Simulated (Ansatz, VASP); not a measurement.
# CO2: VASP beside Ansatz

```
CELL_PARAMETERS angstrom
5.62000 0.00000 0.00000
0.00000 5.62000 0.00000
0.00000 0.00000 5.62000
ATOMIC_POSITIONS crystal
C 0.00000 0.00000 0.00000
C 0.50000 0.00000 0.50000
C 0.50000 0.50000 0.00000
C 0.00000 0.50000 0.50000
O 0.12002 0.12002 0.12002
O 0.37998 0.87998 0.62002
O 0.62002 0.37998 0.87998
O 0.87998 0.62002 0.37998
O 0.87998 0.87998 0.87998
O 0.62002 0.12002 0.37998
O 0.37998 0.62002 0.12002
O 0.12002 0.37998 0.62002
```

Alike in both runs: functional PBE; k mesh 4 × 4 × 4; occupations fermi-dirac, width 0.02 eV; no spin polarisation.

Ansatz relaxed the structure, and its values are those at the end. VASP's run is a single point on that final structure, the one shown.

|  | VASP | Ansatz |
| --- | --- | --- |
| version | VASP 6.6.1 | Ansatz 0.2.0 |
| potentials or method | VASP PAW PBE potentials, release 64 (C_h, O_h) | plane-wave PAW, scalar-relativistic |
| plane-wave cutoff (eV) | 1340 | 420 |
| valence electrons in the cell | 64 | 64 |

VASP gave:

| Quantity | Value |
| --- | --- |
| gap on the k mesh at the Fermi level (eV) | 6.79 |
| pressure (GPa) | 1.1 |
| rms of the force components (eV/Å) | 0.009 |

**Question.** Estimate Ansatz's values.

**Answer.** gap on the k mesh at the Fermi level (eV): 6.79; pressure (GPa): 1.4; rms of the force components (eV/Å): 0.009.

The functional is the same, so the differences come from potentials, cutoffs and numerics. Ansatz's warnings: stress scf threshold loose.
